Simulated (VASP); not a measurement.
Write the native input for VASP 6.6.1 that does the following.

```
Task                   : relaxation of cell and atoms
Functional             : r2SCAN
Potentials or basis    : VASP PAW PBE potentials, release 64 (Ag)
Cutoff                 : 600 eV
k mesh                 : 20 × 20 × 20
Occupations            : gaussian, width 0.1 eV
Spin                   : no spin polarisation
Target pressure        : 90 GPa
Dipole correction      : no
Further INCAR settings : ALGO = Normal; EDIFF = 1e-07; IBRION = 2; EDIFFG = -0.008; NSW = 70; ISIF = 3
```

Ag:

```
Ag
1.0
    -1.46412    1.46412    1.46412
     1.46412   -1.46412    1.46412
     1.46412    1.46412   -1.46412
Ag
1
Direct
  0.00000 0.00000 0.00000
```

This isn't the form of Ag at room conditions, which is fcc.

One way to write it, as run:

POSCAR

```
Ag
1.0
   -1.4641182086      1.4641182086      1.4641182086
    1.4641182086     -1.4641182086      1.4641182086
    1.4641182086      1.4641182086     -1.4641182086
Ag
1
Direct
    0.0000000000      0.0000000000      0.0000000000
```

INCAR.step1

```
SYSTEM = Ag
PREC = Accurate
ENCUT = 600
ISMEAR = 0
SIGMA = 0.1
LREAL = .FALSE.
LASPH = .TRUE.
NELM = 100
GGA = PE
ALGO = Normal
EDIFF = 1E-4
LWAVE = .TRUE.
LCHARG = .FALSE.
```

INCAR.step2

```
SYSTEM = Ag
PREC = Accurate
ENCUT = 600
EDIFF = 1E-7
ISMEAR = 0
SIGMA = 0.1
LREAL = .FALSE.
LASPH = .TRUE.
NELM = 100
ALGO = Normal
ISIF = 3
LWAVE = .FALSE.
LCHARG = .FALSE.
METAGGA = R2SCAN
LMIXTAU = .TRUE.
IBRION = 2
NSW = 70
EDIFFG = -0.008
PSTRESS = 900.0
ISTART = 1
```

KPOINTS

```
regular mesh
0
G
  20 20 20
  0 0 0
```

Potentials or basis: VASP PAW PBE potentials, release 64 (Ag).

Run with:

```console
$ cat potpaw_PBE.64/Ag/POTCAR > POTCAR
$ cp INCAR.step1 INCAR
$ mpirun -np 1 vasp_std > vasp.out
$ cp INCAR.step2 INCAR
$ mpirun -np 1 vasp_std > vasp.out
```

It gave:

```
Relaxed volume                                             : 12.41 Å³/atom
Relaxed cell                                               : a = 2.526 Å, b = 2.526 Å, c = 2.526 Å, α = 109.47°, β = 109.47°, γ = 109.47°
Space group after relaxing (to 0.1 Å)                      : Im-3m (No. 229)
Energy change on relaxing (the run minimises the enthalpy) : +76.7 meV/atom
Ionic steps                                                : 4
Pressure after relaxing                                    : 90.0 GPa
Band gap on the k mesh                                     : zero (an odd number of electrons rules out a gap without spin polarisation)
```

Caveat: the cell is relaxed towards a set pressure, so the run minimises the enthalpy, not the energy; the PAW data sets were made with another functional, which shifts forces and pressure a little.

Run time: 4.5 min on 1 thread of Intel(R) Xeon(R) Platinum 8488C (Sapphire Rapids) (shared host), peak memory 0.17 GiB.
